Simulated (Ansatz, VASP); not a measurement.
**One calculation of CdI2, two programs**

INCAR

```
SYSTEM = CdI2
PREC = Accurate
ENCUT = 500
EDIFF = 1E-6
ISMEAR = 0
SIGMA = 0.05
LREAL = .FALSE.
LASPH = .TRUE.
NELM = 120
ALGO = Normal
ISIF = 2
LWAVE = .FALSE.
LCHARG = .TRUE.
GGA = PE
IVDW = 12
LELF = .TRUE.
LVHAR = .TRUE.
NBANDS = 20
GGA_COMPAT = .FALSE.
```

The input KPOINTS:

```
Automatic mesh
0
G
  9 9 4
  0 0 0
```

File POSCAR:

```
CdI2
1.0
    4.1378992343      0.0000000000      0.0000000000
   -2.0689496171      3.5835258553      0.0000000000
    0.0000000000      0.0000000000      7.0304750000
Cd I
1 2
Direct
    0.0000000000      0.0000000000      0.0000000000
    0.3333333333      0.6666666667      0.2492000000
    0.6666666667      0.3333333333      0.7508000000
```

Input for Ansatz:

```yaml
crystal:
  lattice:
    - [4.1378992343, 0.0, 0.0]
    - [-2.0689496171, 3.5835258553, 0.0]
    - [0.0, 0.0, 7.030475]
  atoms:
    - { symbol: Cd, position: [0.0, 0.0, 0.0] }
    - { symbol: I, position: [0.3333333333, 0.6666666667, 0.2492] }
    - { symbol: I, position: [0.6666666667, 0.3333333333, 0.7508] }
basis:
  ecutwfc: 420
kpoints:
  mp_grid: { grid: [9, 9, 4] }
hamiltonian:
  xc: pbe
  dispersion: d3bj
scf:
  occupations: { method: gaussian, width: 0.05 }
output:
  forces: true
  stress: true
  eigenvalues: true
```

Change from the starting cell: strain -0.025 along x and y, +0.025 along z, atoms carried along.

Alike in both runs: task single point; functional PBE; dispersion D3(BJ); k mesh 9 × 9 × 4; occupations gaussian, width 0.05 eV; no spin polarisation.

|  | VASP | Ansatz |
| --- | --- | --- |
| version | VASP 6.6.1 | Ansatz 0.2.0 |
| potentials or method | VASP PAW PBE potentials, release 64 (Cd, I), cutoff 500 eV | scalar-relativistic, plane waves, PAW |
| valence electrons in the cell | 26 | 54 |

VASP gave:

* gap on the k mesh at the Fermi level (eV): 2.28
* least direct gap on the mesh (eV): 2.65
* pressure (GPa): 1.4
* traceless stress, the component that is largest in VASP (GPa): -0.81
* rms of the force components (eV/Å): 0.090

**Question.** Estimate Ansatz's values.

**Answer.** gap on the k mesh at the Fermi level (eV): 2.28; least direct gap on the mesh (eV): 2.66; pressure (GPa): 1.3; traceless stress, the component that is largest in VASP (GPa): -0.81; rms of the force components (eV/Å): 0.078.

Atom by atom the forces differ by 0.011 eV/Å (rms over components). VASP's potentials hold 26 valence electrons a cell and Ansatz's 54, so a difference there can come from the potentials and not from the codes.

Spin-orbit coupling is off throughout.
